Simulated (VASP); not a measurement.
# Zn (P6_3/mmc) in VASP: relaxation of cell and atoms with r2SCAN

Aim: the relaxation of cell and atoms of Zn with r2SCAN.

Program: VASP 6.6.1. These are calculated values, not measurements. Logs are shortened: lines on timing, memory, paths and dates and some standing lists are left out, and cuts for length are marked.

### Step 1. The cell of the first run

The structure is hexagonal, space group P6_3/mmc (No. 194). The conventional cell has a = 2.586 Å, b = 2.586 Å, c = 5.064 Å, α = 90.00°, β = 90.00°, γ = 120.00°. Zn (site symmetry -6m2) has 12 Zn at 2.59 to 2.94 Å within 3.4 Å.

### Step 2. Relaxation of cell and atoms, r2SCAN, target pressure 2 GPa, at which the enthalpy is minimised

Input file POSCAR:

```
Zn
1.0
    2.5862917352      0.0000000000      0.0000000000
   -1.2931458676      2.2397943443      0.0000000000
    0.0000000000      0.0000000000      5.0637173418
Zn
2
Direct
    0.3333333333      0.6666666667      0.2500000000
    0.6666666667      0.3333333333      0.7500000000
```

Input file INCAR.step1:

```
SYSTEM = Zn
PREC     = Accurate       ! precision mode
ENCUT    = 550            ! plane-wave cutoff, eV
ISMEAR   = -1             ! smearing method
SIGMA    = 0.1            ! smearing width, eV
LREAL    = .False.        ! projectors in reciprocal space
LASPH    = .True.         ! aspherical terms in the spheres
NELM     = 120            ! most SCF steps
GGA      = PE             ! functional
ALGO     = Normal         ! electronic algorithm
EDIFF    = 1E-5           ! SCF threshold, eV
LWAVE    = .True.         ! write WAVECAR
LCHARG   = .False.        ! write CHGCAR
GGA_COMPAT= .False.      
IBRION   = 2              ! ionic algorithm
ISIF     = 3              ! what is computed and relaxed
EDIFFG   = -0.005         ! ionic threshold
NELMIN   = 4            
NSW      = 100            ! ionic steps
```

Input file INCAR.step2:

```
SYSTEM = Zn
PREC     = Accurate       ! precision mode
ENCUT    = 550            ! plane-wave cutoff, eV
EDIFF    = 1E-7           ! SCF threshold, eV
ISMEAR   = -1             ! smearing method
SIGMA    = 0.1            ! smearing width, eV
LREAL    = .False.        ! projectors in reciprocal space
LASPH    = .True.         ! aspherical terms in the spheres
NELM     = 120            ! most SCF steps
ALGO     = Normal         ! electronic algorithm
ISIF     = 3              ! what is computed and relaxed
LWAVE    = .False.        ! write WAVECAR
LCHARG   = .False.        ! write CHGCAR
METAGGA  = R2SCAN         ! meta-GGA
LMIXTAU  = .True.       
IBRION   = 2              ! ionic algorithm
NSW      = 100            ! ionic steps
EDIFFG   = -0.002         ! ionic threshold
PSTRESS  = 20.0         
ISTART   = 1            
GGA_COMPAT= .False.      
NELMIN   = 4
```

Input file KPOINTS:

```
Automatic mesh
0
Gamma
  20 20 10
  0 0 0
```

Potentials or basis: VASP PAW PBE potentials, release 64 (Zn).

The run is started by

```bash
$ cat potpaw_PBE.64/Zn/POTCAR > POTCAR
$ cp INCAR.step1 INCAR
$ mpirun -np 1 vasp_std > vasp.out
$ cp INCAR.step2 INCAR
$ mpirun -np 1 vasp_std > vasp.out
```

OUTCAR:

```text
SYSTEM = Zn
   PREC = Accurate
   ENCUT = 550
   EDIFF = 1E-7
   ISMEAR = -1
   LREAL = .False.
   LASPH = .True.
   NELM = 120
   ISIF = 3
   METAGGA = R2SCAN
   IBRION = 2
   NSW = 100
   EDIFFG = -0.002
   PSTRESS = 20.0
   ISTART = 1
   NELMIN = 4

 ion  position               nearest neighbor table
   1  0.333  0.667  0.250-   2 2.94   2 2.94   2 2.94   2 2.94   2 2.94   2 2.94
   2  0.667  0.333  0.750-   1 2.94   1 2.94   1 2.94   1 2.94   1 2.94   1 2.94

  LATTYP: Found a hexagonal cell.
 ALAT       =     2.5862917352
 C/A-ratio  =     1.9579064778

  Lattice vectors:

 A1 = (   2.5862917352,   0.0000000000,   0.0000000000)
 A2 = (  -1.2931458676,   2.2397943443,   0.0000000000)
 A3 = (   0.0000000000,   0.0000000000,   5.0637173418)

Analysis of symmetry for initial positions (statically):
=====================================================================
 Subroutine PRICEL returns:
 Original cell was already a primitive cell.

 Routine SETGRP: Setting up the symmetry group for a
 hexagonal supercell.

 Subroutine GETGRP returns: Found 24 space group operations
 (whereof 12 operations were pure point group operations)
 out of a pool of 24 trial point group operations.

The static configuration has the point symmetry D_3d.
 The point group associated with its full space group is D_6h.

Analysis of symmetry for dynamics (positions and initial velocities):
=====================================================================
 Subroutine PRICEL returns:
 Original cell was already a primitive cell.

 Routine SETGRP: Setting up the symmetry group for a
 hexagonal supercell.

 Subroutine GETGRP returns: Found 24 space group operations
 (whereof 12 operations were pure point group operations)
 out of a pool of 24 trial point group operations.

The dynamic configuration has the point symmetry D_3d.
 The point group associated with its full space group is D_6h.

 Subroutine INISYM returns: Found 24 space group operations
 (whereof 12 operations are pure point group operations),
 and found     1 'primitive' translations

----------------------------------------------------------------------------------------

                                     Primitive cell

  volume of cell :      29.3329

  direct lattice vectors                    reciprocal lattice vectors
     2.586291735  0.000000000  0.000000000     0.386653983  0.223234781  0.000000000
    -1.293145868  2.239794344  0.000000000     0.000000000  0.446469562  0.000000000
     0.000000000  0.000000000  5.063717342     0.000000000  0.000000000  0.197483377

  length of vectors
     2.586291735  2.586291735  5.063717342     0.446469562  0.446469562  0.197483377

  position of ions in fractional coordinates (direct lattice)
     0.333333333  0.666666667  0.250000000
     0.666666667  0.333333333  0.750000000

  ion indices of the primitive-cell ions
   primitive index   ion index
                 1           1
                 2           2

----------------------------------------------------------------------------------------

 KPOINTS: Automatic mesh

Automatic generation of k-mesh.
 Grid dimensions read from file:
 generate k-points for:   20   20   10

 Generating k-lattice:

  Cartesian coordinates                     Fractional coordinates (reciprocal lattice)
     0.019332699  0.011161739  0.000000000     0.050000000  0.000000000  0.000000000
     0.000000000  0.022323478  0.000000000     0.000000000  0.050000000  0.000000000
     0.000000000  0.000000000  0.019748338     0.000000000  0.000000000  0.100000000

  Length of vectors
     0.022323478  0.022323478  0.019748338

  Shift w.r.t. Gamma in fractional coordinates (k-lattice)
     0.000000000  0.000000000  0.000000000

 Subroutine IBZKPT returns following result:
 ===========================================

 Found    264 irreducible k-points:

 Following reciprocal coordinates:
            Coordinates               Weight
  0.000000  0.000000  0.000000      1.000000
  0.050000 -0.000000  0.000000      6.000000
  0.100000 -0.000000  0.000000      6.000000
  0.150000 -0.000000  0.000000      6.000000
  0.200000 -0.000000  0.000000      6.000000
  0.250000  0.000000  0.000000      6.000000
[... 16 lines left out ...]
  0.200000  0.100000  0.000000     12.000000
  0.250000  0.100000  0.000000     12.000000
 [... further k-points ...]
   k-points           NKPTS =    264   k-points in BZ     NKDIM =    264   number of bands    NBANDS=     16
   number of dos      NEDOS =    301   number of ions     NIONS =      2
   total plane-waves  NPLWV =  16000
   dimension x,y,z NGX =    20 NGY =   20 NGZ =   40
   dimension x,y,z NGXF=    40 NGYF=   40 NGZF=   80
   ions per type =               2
   NGX,Y,Z   is equivalent  to a cutoff of  12.86, 12.86, 13.13 a.u.
   NGXF,Y,Z  is equivalent  to a cutoff of  25.71, 25.71, 26.26 a.u.
 SYSTEM =  Zn
   PREC   = accura    normal or accurate (medium, high low for compatibility)
   ISTART =      1    job   : 0-new  1-cont  2-samecut
   ICHARG =      0    charge: 1-file 2-atom 10-const
   ISPIN  =      1    spin polarized calculation?
   LNONCOLLINEAR =      F non collinear calculations
   LSORBIT =      F    spin-orbit coupling
   LASPH  =      T    aspherical Exc in radial PAW
   ENCUT  =  550.0 eV  40.42 Ry    6.36 a.u.   4.95  4.95  9.68*2*pi/ulx,y,z
   NELM   =    120;   NELMIN=  4; NELMDL=  0     # of ELM steps
   EDIFF  = 0.1E-06   stopping-criterion for ELM
   LREAL  =      F    real-space projection
   EDIFFG = -.2E-02   stopping-criterion for IOM
   NSW    =    100    number of steps for IOM
   IBRION =      2    ionic relax: 0-MD 1-quasi-New 2-CG
   NFREE  =      1    steps in history (QN), initial steepest desc. (CG)
   ISIF   =      3    stress and relaxation
   ISYM   =      2    0-nonsym 1-usesym 2-fastsym
   POTIM  = 0.5000    time-step for ionic-motion
   TEBEG  =    0.0;   TEEND  =   0.0 temperature during run
   PSTRESS=   20.0 pullay stress
   NELECT =      24.0000    total number of electrons
   NUPDOWN=      -1.0000    fix difference up-down
   EMIN   =  10.00;   EMAX   =-10.00  energy-range for DOS
   EFERMI =   0.00;   METHOD = LEGACY
   ISMEAR =    -1;   SIGMA  =   0.10  broadening in eV -4-tet -1-fermi 0-gaus
   EFERMI_NEDOS =   21; number of points for ismear=-14 and -15
   IALGO  =     38    algorithm
   IMIX   =      4    mixing-type and parameters
     AMIX     =   0.40;   BMIX     =  1.00
     AMIX_MAG =   1.60;   BMIX_MAG =  1.00
  volume/ion in A,a.u.               =      14.67        98.97
  Fermi-wavevector in a.u.,A,eV,Ry     =   1.531182  2.893515 31.899117  2.344519
  Thomas-Fermi vector in A             =   2.638562
   LORBIT       =      0    0 simple, 1 ext, 2 COOP (PROOUT), +10 PAW based schemes
   METAGGA = R2SCAN    functional components
   LHFCALC =     F    Hartree Fock is set to
   AEXX    =    0.0000 exact exchange contribution
   IVDW    =     0    specifies the selected vdW correction
   LEPSILON=     F    determine dielectric tensor
   LRPA    =     F    only Hartree local field effects (RPA)
 conjugate gradient relaxation of ions
 non-spin polarized calculation
  energy-cutoff  :      550.00
  volume of cell :       29.33
 maximum number of plane-waves:       881
 NGX is ok and might be reduce to    20
   NGX =  9   NGY =  9   NGZ = 19

--------------------------------------- Ionic step        1  -------------------------------------------

 number of electron      24.0000013 magnetization

 Free energy of the ion-electron system (eV)
  ---------------------------------------------------
  ext. energy  EPLUGINS =         0.00000000
  ---------------------------------------------------
  free energy    TOTEN  =       -17.80078383 eV

  energy without entropy =      -17.78858420  energy(sigma->0) =      -17.79468402

------------------------ aborting loop because EDIFF is reached ----------------------------------------

  FORCE on cell =-STRESS in cart. coord.  units (eV):
  Direction    XX          YY          ZZ          XY          YZ          ZX
  --------------------------------------------------------------------------------------
  -------------------------------------------------------------------------------------
  Total        0.1050380      0.1050380      0.0547291      0.0000000     -0.0000000      0.0000000
  in kB        5.7372231      5.7372231      2.9893274      0.0000000     -0.0000000      0.0000000
  external PRESSURE =     -15.1787421 kB  Pullay stress =      20.0000000 kB
[... 93 lines left out ...]
  FREE ENERGIE OF THE ION-ELECTRON SYSTEM (eV)
  ---------------------------------------------------
  free  energy   TOTEN  =       -17.7971156099 eV

  energy  without entropy=      -17.7850049431  energy(sigma->0) =      -17.79106028

  enthalpy is  TOTEN    =       -17.4375510625 eV   P V=        0.3595645474

[... ionic steps 4 to 14 ...]

--------------------------------------- Ionic step       15  -------------------------------------------

 number of electron      24.0000014 magnetization

------------------------ aborting loop because EDIFF is reached ----------------------------------------

  FORCE on cell =-STRESS in cart. coord.  units (eV):
  Direction    XX          YY          ZZ          XY          YZ          ZX
  --------------------------------------------------------------------------------------
  -------------------------------------------------------------------------------------
  Total        0.3547475      0.3547475      0.3490943      0.0000000      0.0000000      0.0000000
  in kB       20.3585104     20.3585104     20.0340796      0.0000000      0.0000000      0.0000000
  external PRESSURE =       0.2503668 kB  Pullay stress =      20.0000000 kB
[... 61 lines left out ...]
  enthalpy is  TOTEN    =       -17.4512079910 eV   P V=        0.3485352144

--------------------------------------- Ionic step       17  -------------------------------------------

 number of electron      24.0000014 magnetization

 Free energy of the ion-electron system (eV)
  ---------------------------------------------------
  ext. energy  EPLUGINS =         0.00000000
  ---------------------------------------------------
  free energy    TOTEN  =       -17.79976167 eV

  energy without entropy =      -17.78892696  energy(sigma->0) =      -17.79434432

 E-fermi :   3.6934     XC(G=0): -13.1827

 val. band max:        3.6698721675   @ k =   0.3000   0.3000   0.4000
 cond. band min:       3.6961931035   @ k =   0.3500   0.3000   0.4000
 fundamental gap:      0.0263209361
 Fermi energy:         3.6933716415

 k-point     1 :       0.0000    0.0000    0.0000
  band No.  band energies     occupation
      1      -7.9784      2.00000
      2      -5.6514      2.00000
      3      -4.7792      2.00000
      4      -4.5904      2.00000
      5      -4.5904      2.00000
      6      -4.5117      2.00000
[... 8 lines left out ...]
     15      21.9915      0.00000
     16      21.9915      0.00000
[... 420 lines left out ...]
  band No.  band energies     occupation
      1      -5.5294      2.00000
      2      -5.1811      2.00000
      3      -4.9458      2.00000
      4      -4.6984      2.00000
      5      -4.6055      2.00000
      6      -4.5323      2.00000
[... 8 lines left out ...]
     15      12.8186      0.00000
     16      15.6476      0.00000

 [... further k-points ...]
[... 5 lines left out ...]
  --------------------------------------------------------------------------------------
  -------------------------------------------------------------------------------------
  Total        0.3514492      0.3514492      0.3469350      0.0000000      0.0000000      0.0000000
  in kB       20.1660578     20.1660578     19.9070353      0.0000000      0.0000000      0.0000000
  external PRESSURE =       0.0797169 kB  Pullay stress =      20.0000000 kB
[... 17 lines left out ...]
  FREE ENERGIE OF THE ION-ELECTRON SYSTEM (eV)
  ---------------------------------------------------
  free  energy   TOTEN  =       -17.7997616723 eV

  energy  without entropy=      -17.7889269595  energy(sigma->0) =      -17.79434432

  enthalpy is  TOTEN    =       -17.4512065131 eV   P V=        0.3485551591

 reached required accuracy - stopping structural energy minimisation
```

Run time: 2 h. Hardware: 1 thread of Intel Xeon 8259CL, shared host; peak memory 0.27 GiB.

What came out:

```yaml
Free_energy: -17.7998 eV
Relaxed_volume: 13.96 Å³/atom
Relaxed_cell: a = 2.638 Å, b = 2.638 Å, c = 4.633 Å, α = 90.00°, β = 90.00°, γ = 120.00°
Space_group_after_relaxing_to_0.1_Å: P6_3/mmc (No. 194)
Energy_change_on_relaxing_the_run_minimises_the_enthalpy: +0.5 meV/atom
Ionic_steps: 17
Pressure_after_relaxing: 2.0 GPa
Band_gap_on_the_k_mesh: zero (bands 12 and 13 overlap by 4.07 eV)
```

The path:
| step | energy change (eV) | largest force (eV/Å) | pressure (GPa) | volume (Å³) |
| --- | --- | --- | --- | --- |
| 1 | 0.0000 | 0.0000 | 0.48 | 29.33 |
| 2 | 0.0044 | 0.0000 | 2.32 | 28.75 |
| 3 | 0.0037 | 0.0000 | 2.13 | 28.80 |
| 4 | 0.0034 | 0.0000 | 2.05 | 28.83 |
| 5 | 0.0034 | 0.0000 | 2.04 | 28.77 |
| 6 | 0.0036 | 0.0000 | 2.03 | 28.60 |
| 7 | 0.0040 | 0.0000 | 2.25 | 28.24 |
| 8 | 0.0084 | 0.0000 | 3.51 | 27.48 |
| 9 | 0.0039 | 0.0000 | 2.80 | 27.84 |
| 10 | 0.0050 | 0.0000 | 3.12 | 27.67 |
| 11 | 0.0037 | 0.0000 | 2.74 | 27.73 |
| 12 | 0.0030 | 0.0000 | 2.44 | 27.78 |
| 13 | 0.0024 | 0.0000 | 2.31 | 27.82 |
| 14 | 0.0012 | 0.0000 | 2.04 | 27.91 |
| 15 | 0.0011 | 0.0000 | 2.03 | 27.92 |
| 16 | 0.0010 | 0.0000 | 2.02 | 27.92 |
| 17 | 0.0010 | 0.0000 | 2.01 | 27.92 |

Final structure:
```
Zn
1.0
     2.63809    0.00000    0.00000
    -1.31905    2.28466    0.00000
     0.00000    0.00000    4.63278
Zn
2
Direct
  0.33333 0.66667 0.25000
  0.66667 0.33333 0.75000
```

Levels at points of the mesh, in eV from the Fermi level:
```
           k point  band 10  band 11  band 12  band 13  band 14  band 15
(0.00, 0.00, 0.00)    -7.60    -7.60    -4.06    -2.39    17.30    18.30
(0.50, 0.00, 0.00)    -7.42    -3.56    -2.66     3.41     3.77     5.28
(0.00, 0.00, 0.50)    -7.72    -7.72    -7.72     6.26     6.26    19.95
(0.50, 0.00, 0.50)    -7.43    -2.46    -2.46     0.15     0.15    12.17
```

Caveat: the cell is relaxed towards a set pressure, so the run minimises the enthalpy, not the energy; the PAW data sets were made with another functional, which shifts forces and pressure a little.

The gap in the log of VASP goes by the Fermi energy; the results here count the filled bands.